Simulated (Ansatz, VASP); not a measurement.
## CuAu3 in VASP and in Ansatz

Contents of INCAR:

```
SYSTEM = CuAu3
  PREC = Accurate
  ENCUT = 610
  EDIFF = 1E-8
  ISMEAR = -1
  SIGMA = 0.15
  LREAL = .False.
  LASPH = .True.
  NELM = 120
  ALGO = Normal
  ISIF = 2
  LWAVE = .False.
  LCHARG = .False.
  GGA = CA
  LEFG = .True.
  NBANDS = 46
  GGA_COMPAT = .False.
```

File KPOINTS:

```
Automatic mesh
0
Gamma
  10 10 10
  0 0 0
```

POSCAR

```
CuAu3
1.0
    3.9379714458      0.0000000000      0.0000000000
    0.0000000000      3.9379714458      0.0000000000
    0.0000000000      0.0000000000      3.9379714458
Cu Au
1 3
Direct
    0.0000000000      0.0000000000      0.0000000000
    0.0000000000      0.5000000000      0.5000000000
    0.5000000000      0.0000000000      0.5000000000
    0.5000000000      0.5000000000      0.0000000000
```

Input for Ansatz:

```yaml
crystal:
  lattice:
    - [3.9379714458, 0.0, 0.0]
    - [0.0, 3.9379714458, 0.0]
    - [0.0, 0.0, 3.9379714458]
  atoms:
    - { symbol: Cu, position: [0.0, 0.0, 0.0] }
    - { symbol: Au, position: [0.0, 0.5, 0.5] }
    - { symbol: Au, position: [0.5, 0.0, 0.5] }
    - { symbol: Au, position: [0.5, 0.5, 0.0] }
basis:
  ecutwfc: 420
kpoints:
  mp_grid: { grid: [10, 10, 10] }
hamiltonian:
  xc: lda
scf:
  occupations: { method: fermi_dirac, width: 0.15 }
output:
  forces: true
  stress: true
  eigenvalues: true
  efg: {}
checkpoint:
  read: start.run
  write: ck
  compress: false
  write_wavefunctions: false
  write_every: 100000
```

Alike in both runs: task electric field gradients; functional LDA; k mesh 10 × 10 × 10; occupations fermi-dirac, width 0.15 eV; no spin polarisation.

|  | VASP | Ansatz |
| --- | --- | --- |
| version | VASP 6.6.1 | Ansatz 0.2.0 |
| potentials or method | VASP PAW LDA potentials, release 64 (Cu_sv_GW, Au_sv_GW), cutoff 610 eV | scalar-relativistic, plane waves, PAW |
| valence electrons in the cell | 76 | 76 |

```csv
,VASP,Ansatz,Ansatz less VASP
gap on the k mesh at the Fermi level (eV),none,none,-
pressure (GPa),0.0,0.0,+0.02
size of Vzz on the site where it differs most (V/Å²),63.5,51.8,-11.74
```

LDA's correlation is that of Perdew and Zunger in VASP and of Perdew and Wang (1992) in Ansatz. A gap of «none» marks a metal or a gap that the smearing closes.

Spin-orbit coupling is off throughout.
